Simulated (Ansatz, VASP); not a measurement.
**Two plane-wave programs on Cs**

Contents of INCAR:

```
SYSTEM = Cs
PREC = Accurate
ENCUT = 520
EDIFF = 1E-6
ISMEAR = 0
SIGMA = 0.1
LREAL = .False.
LASPH = .True.
NELM = 100
ALGO = Normal
ISIF = 2
LWAVE = .False.
LCHARG = .True.
GGA = PE
LELF = .True.
LVHAR = .True.
NBANDS = 10
```

File KPOINTS:

```
regular mesh
0
Gamma
  10 10 10
  0 0 0
```

File POSCAR:

```
Cs
1.0
   -3.1788365935      3.1788365935      3.1788365935
    3.1788365935     -3.1788365935      3.1788365935
    3.1788365935      3.1788365935     -3.1788365935
Cs
1
Direct
    0.0000000000      0.0000000000      0.0000000000
```

Input for Ansatz:

```yaml
crystal:
  lattice:
    - [-3.1788365935, 3.1788365935, 3.1788365935]
    - [3.1788365935, -3.1788365935, 3.1788365935]
    - [3.1788365935, 3.1788365935, -3.1788365935]
  atoms:
    - { symbol: Cs, position: [0.0, 0.0, 0.0] }
basis:
  ecutwfc: 420
kpoints:
  mp_grid: { grid: [10, 10, 10] }
hamiltonian:
  xc: pbe
scf:
  occupations: { method: gaussian, width: 0.1 }
output:
  forces: true
  stress: true
  eigenvalues: true
```

Alike in both runs: task single point; functional PBE; k mesh 10 × 10 × 10; occupations gaussian, width 0.1 eV; no spin polarisation.

|  | VASP | Ansatz |
| --- | --- | --- |
| version | VASP 6.6.1 | Ansatz 0.2.0 |
| potentials or method | VASP PAW PBE potentials, release 64 (Cs_sv), cutoff 520 eV | scalar-relativistic, plane waves, PAW |
| valence electrons in the cell | 9 | 9 |

```tsv
	VASP	Ansatz	Ansatz less VASP
gap on the k mesh at the Fermi level (eV)	none	none	-
pressure (GPa)	-0.2	-0.2	+0.01
```

A gap of «none» marks a metal or a gap that the smearing closes.

Spin-orbit coupling is off throughout.
